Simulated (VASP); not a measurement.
# Al2O3 (P-3m1) in VASP: notebook

The runs below take Al2O3 through single point, relaxation of cell and atoms, with PBEsol+D3(BJ), LDA.

Program: VASP 6.6.1. These are calculated values, not measurements. Logs are shortened: lines on timing, memory, paths and dates and some standing lists are left out, and cuts for length are marked.

**1. The cell of the first run**

It takes space group P-3m1 (No. 164, trigonal). The conventional cell has a = 2.976 Å, b = 2.976 Å, c = 7.315 Å, α = 90.00°, β = 90.00°, γ = 120.00°. Al (site symmetry 3m) has 4 O at 1.67 to 1.82 Å within 2.2 Å. Within 2.4 Å of O (site symmetry 3m) lie 3 Al at 1.82 Å. O (site symmetry -3m) has 2 Al at 1.67 Å within 2.2 Å.

**2. Single point, PBEsol+D3(BJ)**

Contents of INCAR:

```
PREC = Accurate
ENCUT = 520
EDIFF = 1E-6
ISMEAR = 0
SIGMA = 0.01
LREAL = False
LASPH = True
NELM = 80
ALGO = Normal
ISIF = 2
LWAVE = False
LCHARG = False
GGA = PS
IVDW = 12
NBANDS = 20
```

Contents of KPOINTS:

```
Automatic mesh
0
Gamma
  12 12 4
```

Contents of POSCAR:

```
Al2O3
1.0
    2.9755688790      0.0000000000      0.0000000000
   -1.4877844395      2.5769182399      0.0000000000
    0.0000000000      0.0000000000      7.3145412036
Al O
2 3
Direct
    0.0000000000      0.0000000000      0.2719310038
    0.0000000000      0.0000000000      0.7280689962
    0.3333333333      0.6666666667      0.1905472511
    0.6666666667      0.3333333333      0.8094527489
    0.0000000000      0.0000000000      0.5000000000
```

Potentials or basis: VASP PAW PBE potentials, release 64 (Al, O).

Started as:

```bash
$ cat potpaw_PBE.64/Al/POTCAR potpaw_PBE.64/O/POTCAR > POTCAR
$ mpirun -np 1 vasp_std > vasp.out
```

OUTCAR:

```text
PREC = Accurate
   ENCUT = 520
   EDIFF = 1E-6
   ISMEAR = 0
   LREAL = False
   LASPH = True
   NELM = 80
   ISIF = 2
   GGA = PS
   IVDW = 12
 IVDW          = 12

 ion  position               nearest neighbor table
   1  0.000  0.000  0.272-   5 1.67   3 1.82   3 1.82   3 1.82   2 3.34
   2  0.000  0.000  0.728-   5 1.67   4 1.82   4 1.82   4 1.82   1 3.34
   3  0.333  0.667  0.191-   1 1.82   1 1.82   1 1.82
   4  0.667  0.333  0.809-   2 1.82   2 1.82   2 1.82
   5  0.000  0.000  0.500-   1 1.67   2 1.67

  LATTYP: Found a hexagonal cell.
 ALAT       =     2.9755688790
 C/A-ratio  =     2.4581992557

  Lattice vectors:

 A1 = (   2.9755688790,   0.0000000000,   0.0000000000)
 A2 = (  -1.4877844395,   2.5769182399,   0.0000000000)
 A3 = (   0.0000000000,   0.0000000000,   7.3145412036)

Analysis of symmetry for initial positions (statically):
=====================================================================
 Subroutine PRICEL returns:
 Original cell was already a primitive cell.

 Routine SETGRP: Setting up the symmetry group for a
 hexagonal supercell.

 Subroutine GETGRP returns: Found 12 space group operations
 (whereof 12 operations were pure point group operations)
 out of a pool of 24 trial point group operations.

The static configuration has the point symmetry D_3d.

Analysis of symmetry for dynamics (positions and initial velocities):
=====================================================================
 Subroutine PRICEL returns:
 Original cell was already a primitive cell.

 Routine SETGRP: Setting up the symmetry group for a
 hexagonal supercell.

 Subroutine GETGRP returns: Found 12 space group operations
 (whereof 12 operations were pure point group operations)
 out of a pool of 24 trial point group operations.

The dynamic configuration has the point symmetry D_3d.

 Subroutine INISYM returns: Found 12 space group operations
 (whereof 12 operations are pure point group operations),
 and found     1 'primitive' translations

----------------------------------------------------------------------------------------

                                     Primitive cell

  volume of cell :      56.0864

  direct lattice vectors                    reciprocal lattice vectors
     2.975568879  0.000000000  0.000000000     0.336070190  0.194030215  0.000000000
    -1.487784439  2.576918240  0.000000000     0.000000000  0.388060430  0.000000000
     0.000000000  0.000000000  7.314541204     0.000000000  0.000000000  0.136713975

  length of vectors
     2.975568879  2.975568879  7.314541204     0.388060430  0.388060430  0.136713975

  position of ions in fractional coordinates (direct lattice)
     0.000000000  0.000000000  0.271931004
     0.000000000  0.000000000  0.728068996
     0.333333333  0.666666667  0.190547251
     0.666666667  0.333333333  0.809452749
     0.000000000  0.000000000  0.500000000

  ion indices of the primitive-cell ions
   primitive index   ion index
                 1           1
                 2           2
                 3           3
                 4           4
                 5           5

----------------------------------------------------------------------------------------

 KPOINTS: Automatic mesh

Automatic generation of k-mesh.
 Grid dimensions read from file:
 generate k-points for:   12   12    4

 Generating k-lattice:

  Cartesian coordinates                     Fractional coordinates (reciprocal lattice)
     0.028005849  0.016169185  0.000000000     0.083333333  0.000000000  0.000000000
     0.000000000  0.032338369  0.000000000     0.000000000  0.083333333  0.000000000
     0.000000000  0.000000000  0.034178494     0.000000000  0.000000000  0.250000000

  Length of vectors
     0.032338369  0.032338369  0.034178494

  Shift w.r.t. Gamma in fractional coordinates (k-lattice)
     0.000000000  0.000000000  0.000000000

 Subroutine IBZKPT returns following result:
 ===========================================

 Found     69 irreducible k-points:

 Following reciprocal coordinates:
            Coordinates               Weight
  0.000000  0.000000  0.000000      1.000000
  0.083333 -0.000000  0.000000      6.000000
  0.166667  0.000000  0.000000      6.000000
  0.250000 -0.000000  0.000000      6.000000
  0.333333 -0.000000  0.000000      6.000000
  0.416667  0.000000  0.000000      6.000000
[... 16 lines left out ...]
  0.166667  0.000000  0.250000      6.000000
  0.000000  0.166667  0.250000      6.000000
 [... further k-points ...]
   k-points           NKPTS =     69   k-points in BZ     NKDIM =     69   number of bands    NBANDS=     20
   number of dos      NEDOS =    301   number of ions     NIONS =      5
   total plane-waves  NPLWV =  31104
   dimension x,y,z NGX =    24 NGY =   24 NGZ =   54
   dimension x,y,z NGXF=    48 NGYF=   48 NGZF=  108
   ions per type =               2   3
   NGX,Y,Z   is equivalent  to a cutoff of  13.41, 13.41, 12.27 a.u.
   NGXF,Y,Z  is equivalent  to a cutoff of  26.82, 26.82, 24.55 a.u.
 SYSTEM =  unknown system
   PREC   = accura    normal or accurate (medium, high low for compatibility)
   ISTART =      0    job   : 0-new  1-cont  2-samecut
   ICHARG =      2    charge: 1-file 2-atom 10-const
   ISPIN  =      1    spin polarized calculation?
   LNONCOLLINEAR =      F non collinear calculations
   LSORBIT =      F    spin-orbit coupling
   LASPH  =      T    aspherical Exc in radial PAW
   ENCUT  =  520.0 eV  38.22 Ry    6.18 a.u.   5.53  5.53 13.60*2*pi/ulx,y,z
   NELM   =     80;   NELMIN=  2; NELMDL= -5     # of ELM steps
   EDIFF  = 0.1E-05   stopping-criterion for ELM
   LREAL  =      F    real-space projection
[... 7 lines left out ...]
   TEBEG  =    0.0;   TEEND  =   0.0 temperature during run
   PSTRESS=    0.0 pullay stress
   NELECT =      24.0000    total number of electrons
   NUPDOWN=      -1.0000    fix difference up-down
   EMIN   =  10.00;   EMAX   =-10.00  energy-range for DOS
   EFERMI =   0.00;   METHOD = LEGACY
   ISMEAR =     0;   SIGMA  =   0.01  broadening in eV -4-tet -1-fermi 0-gaus
   EFERMI_NEDOS =   21; number of points for ismear=-14 and -15
   IALGO  =     38    algorithm
   IMIX   =      4    mixing-type and parameters
     AMIX     =   0.40;   BMIX     =  1.00
     AMIX_MAG =   1.60;   BMIX_MAG =  1.00
  volume/ion in A,a.u.               =      11.22        75.70
  Fermi-wavevector in a.u.,A,eV,Ry     =   1.233652  2.331264 20.706669  1.521897
  Thomas-Fermi vector in A             =   2.368374
   LORBIT       =      0    0 simple, 1 ext, 2 COOP (PROOUT), +10 PAW based schemes
   GGA     = PS    functional components
   LHFCALC =     F    Hartree Fock is set to
   AEXX    =    0.0000 exact exchange contribution
   IVDW    =    12    specifies the selected vdW correction
   LEPSILON=     F    determine dielectric tensor
   LRPA    =     F    only Hartree local field effects (RPA)
 non-spin polarized calculation
 Gauss-broadening in eV      SIGMA  =   0.01
  energy-cutoff  :      520.00
  volume of cell :       56.09
 maximum number of plane-waves:      1547
 NGX is ok and might be reduce to    24
   NGX = 11   NGY = 11   NGZ = 27

 number of electron      24.0000007 magnetization

 Free energy of the ion-electron system (eV)
  ---------------------------------------------------
  ext. energy  EPLUGINS =         0.00000000
  ---------------------------------------------------
  free energy    TOTEN  =       -37.72224520 eV

  energy without entropy =      -37.72224520  energy(sigma->0) =      -37.72224520

 E-fermi :   4.3931     XC(G=0): -10.2931

 val. band max:        4.3371999950   @ k =   0.0000   0.0000   0.0000
 cond. band min:       6.7435900648   @ k =   0.0000   0.0000   0.0000
 fundamental gap:      2.4063900698
 Fermi energy:         4.3930854850

 k-point     1 :       0.0000    0.0000    0.0000
  band No.  band energies     occupation
      1     -15.4746      2.00000
      2     -15.2098      2.00000
      3     -12.5861      2.00000
      4      -1.6586      2.00000
      5      -0.5045      2.00000
      6       0.5144      2.00000
[... 12 lines left out ...]
     19      16.6509      0.00000
     20      16.9307      0.00000

 k-point     2 :       0.0833   -0.0000    0.0000
  band No.  band energies     occupation
      1     -15.4155      2.00000
      2     -15.1588      2.00000
      3     -12.5538      2.00000
      4      -1.6343      2.00000
      5      -0.4731      2.00000
      6       0.2428      2.00000
[... 12 lines left out ...]
     19      16.6565      0.00000
     20      16.8120      0.00000

 k-point     3 :       0.1667    0.0000    0.0000
  band No.  band energies     occupation
      1     -15.2481      2.00000
      2     -15.0152      2.00000
      3     -12.4642      2.00000
      4      -1.6490      2.00000
      5      -0.6397      2.00000
      6      -0.2267      2.00000
[... 12 lines left out ...]
     19      16.5541      0.00000
     20      17.2101      0.00000

 k-point     4 :       0.2500   -0.0000    0.0000
  band No.  band energies     occupation
      1     -15.0038      2.00000
      2     -14.8106      2.00000
      3     -12.3407      2.00000
      4      -1.9733      2.00000
      5      -1.4453      2.00000
      6      -0.4038      2.00000
[... 429 lines left out ...]
 k-point    23 :       0.1667    0.0000    0.2500
  band No.  band energies     occupation
      1     -15.2180      2.00000
      2     -15.0500      2.00000
      3     -12.4576      2.00000
      4      -1.7043      2.00000
      5      -0.6219      2.00000
      6      -0.4417      2.00000
[... 12 lines left out ...]
     19      16.9412      0.00000
     20      17.1262      0.00000

 k-point    24 :       0.0000    0.1667    0.2500
  band No.  band energies     occupation
      1     -15.2164      2.00000
      2     -15.0518      2.00000
      3     -12.4571      2.00000
      4      -1.7248      2.00000
      5      -0.6565      2.00000
      6      -0.4291      2.00000
[... 12 lines left out ...]
     19      17.2302      0.00000
     20      17.2418      0.00000

 [... further k-points ...]

------------------------ aborting loop because EDIFF is reached ----------------------------------------

 Edisp (eV)   -0.73606

 E8    (eV) :    -0.4440

  FORCE on cell =-STRESS in cart. coord.  units (eV):
  Direction    XX          YY          ZZ          XY          YZ          ZX
  --------------------------------------------------------------------------------------
  -------------------------------------------------------------------------------------
  Total       0.04346     0.04346     0.24035     0.00000     0.00000     0.00000
  in kB       1.24157     1.24157     6.86581     0.00000     0.00000     0.00000
  external pressure =        3.12 kB  Pullay stress =        0.00 kB

 VOLUME and BASIS-vectors are now :
 -----------------------------------------------------------------------------
  energy-cutoff  :      520.00
  volume of cell :       56.09
      direct lattice vectors                 reciprocal lattice vectors
     2.975568879  0.000000000  0.000000000     0.336070190  0.194030215  0.000000000
    -1.487784439  2.576918240  0.000000000     0.000000000  0.388060430  0.000000000
     0.000000000  0.000000000  7.314541204     0.000000000  0.000000000  0.136713975

 POSITION                                       TOTAL-FORCE (eV/Angst)
 -----------------------------------------------------------------------------------
      0.00000      0.00000      1.98905         0.000000     -0.000000     -0.091889
      0.00000      0.00000      5.32549        -0.000000      0.000000      0.091889
     -0.00000      1.71795      1.39377        -0.000000     -0.000000      0.000248
      1.48778      0.85897      5.92078         0.000000      0.000000     -0.000248
      0.00000      0.00000      3.65727        -0.000000      0.000000     -0.000000
 -----------------------------------------------------------------------------------
    total drift:                                0.000000      0.000000      0.000000

  FREE ENERGIE OF THE ION-ELECTRON SYSTEM (eV)
  ---------------------------------------------------
  free  energy   TOTEN  =       -38.4583038821 eV

  energy  without entropy=      -38.4583038821  energy(sigma->0) =      -38.45830388
```

Run time: 29 s. Hardware: 1 thread of Intel Xeon 6975P-C (Granite Rapids), shared host; peak memory 0.22 GiB.

What came out:

* Free energy: -38.4583 eV
* Pressure: 0.3 GPa
* Largest force: 0.092 eV/Å
* Band gap on the k mesh: 2.41 eV
* Dispersion energy per atom: -0.147 eV

Forces on the atoms (eV/Å):
```
Al   0.000  0.000 -0.092
Al   0.000  0.000  0.092
O    0.000  0.000  0.000
O    0.000  0.000  0.000
O    0.000  0.000  0.000
```

Caveat: the PAW data sets were made with another functional, which shifts forces and pressure a little.

**3. Relaxation of cell and atoms, LDA**

This run uses another cell than the first one, of 11.95 Å³/atom.

Contents of INCAR:

```
SYSTEM = Al2O3
PREC = Accurate
ENCUT = 600
EDIFF = 1E-6
ISMEAR = 0
SIGMA = 0.01
LREAL = .False.
LASPH = .True.
NELM = 80
ALGO = Normal
ISIF = 3
LWAVE = .False.
LCHARG = .False.
IBRION = 2
NSW = 80
EDIFFG = -0.01
```

Contents of KPOINTS:

```
Automatic mesh
0
Gamma
  12 12 4
  0 0 0
```

Contents of POSCAR:

```
Al2O3
1.0
    3.0174830000      0.0000000000      0.0000000000
   -1.5087415000      2.6132169335      0.0000000000
    0.0000000000      0.0000000000      7.5746360000
Al O
2 3
Direct
    0.0000000000      0.0000000000      0.2779510000
    0.0000000000      0.0000000000      0.7220490000
    0.3333333333      0.6666666667      0.1994540000
    0.6666666667      0.3333333333      0.8005460000
    0.0000000000      0.0000000000      0.5000000000
```

Potentials or basis: VASP PAW LDA potentials, release 64 (Al, O).

Started as:

```bash
$ cat potpaw_LDA.64/Al/POTCAR potpaw_LDA.64/O/POTCAR > POTCAR
$ mpirun -np 1 vasp_std > vasp.out
```

It took 4.6 min on 1 thread of Intel Xeon 6975P-C (Granite Rapids), shared host; peak memory 0.2 GiB.

Results (log left out):

```
Free energy                           : -39.7729 eV
Relaxed volume                        : 11.09 Å³/atom
Relaxed cell                          : a = 2.966 Å, b = 2.966 Å, c = 7.279 Å, α = 90.00°, β = 90.00°, γ = 120.00°
Space group after relaxing (to 0.1 Å) : P-3m1 (No. 164)
Energy gained by relaxing             : 15.6 meV/atom
Ionic steps                           : 22
Pressure after relaxing               : -0.1 GPa
Largest force after relaxing          : 0.004 eV/Å
Band gap on the k mesh                : 2.44 eV
```

Forces in eV/Å, atoms in the order of the input:
```
Al   0.000  0.000  0.003
Al   0.000  0.000 -0.003
O    0.000  0.000  0.004
O    0.000  0.000 -0.004
O    0.000  0.000  0.000
```

The path:
```csv
step,energy change (eV),largest force (eV/Å),pressure (GPa),volume (Å³)
1,0.0000,0.4309,-7.81,59.73
2,-0.0017,0.6552,8.79,54.84
3,-0.0698,0.2540,-0.14,57.19
4,-0.0641,0.5765,-0.15,56.93
5,-0.0719,0.0945,-0.17,57.10
6,-0.0725,0.0535,-0.06,57.00
7,-0.0726,0.0410,0.03,56.93
8,-0.0729,0.0383,-0.08,56.91
9,-0.0737,0.0288,-0.41,56.84
10,-0.0743,0.0678,-1.07,56.71
11,-0.0744,0.0684,-1.07,56.69
12,-0.0746,0.0676,-1.05,56.65
13,-0.0750,0.0664,-1.00,56.57
14,-0.0757,0.0635,-0.88,56.41
15,-0.0767,0.0594,-0.68,56.09
16,-0.0773,0.1149,-0.22,55.45
17,-0.0774,0.1034,-0.33,55.59
18,-0.0778,0.0192,-0.19,55.49
19,-0.0778,0.0169,-0.14,55.46
20,-0.0778,0.0148,-0.14,55.46
21,-0.0778,0.0125,-0.14,55.46
22,-0.0778,0.0043,-0.06,55.44
```

Final structure:
```
Al O
1.0
     2.96560    0.00000    0.00000
    -1.48280    2.56828    0.00000
     0.00000    0.00000    7.27906
Al O
2 3
Cartesian
  0.0000 0.0000 1.9763
  0.0000 0.0000 5.3027
  0.0000 1.7122 1.3934
  1.4828 0.8561 5.8857
  0.0000 0.0000 3.6395
```

Levels at points of the mesh, in eV from the valence-band top:
```tsv
k point	band 9	band 10	band 11	band 12	band 13	band 14	band 15	band 16
(0.00, 0.00, 0.00)	-3.89	-2.36	0.00	0.00	2.44	4.60	7.49	10.65
(0.50, 0.00, 0.00)	-3.72	-3.26	-1.95	-0.54	4.34	6.23	8.18	9.14
(0.00, 0.00, 0.50)	-3.73	-3.39	0.00	0.00	3.40	3.65	8.22	9.01
(0.50, 0.00, 0.50)	-3.60	-3.59	-1.84	-0.53	4.97	5.37	8.27	8.64
```
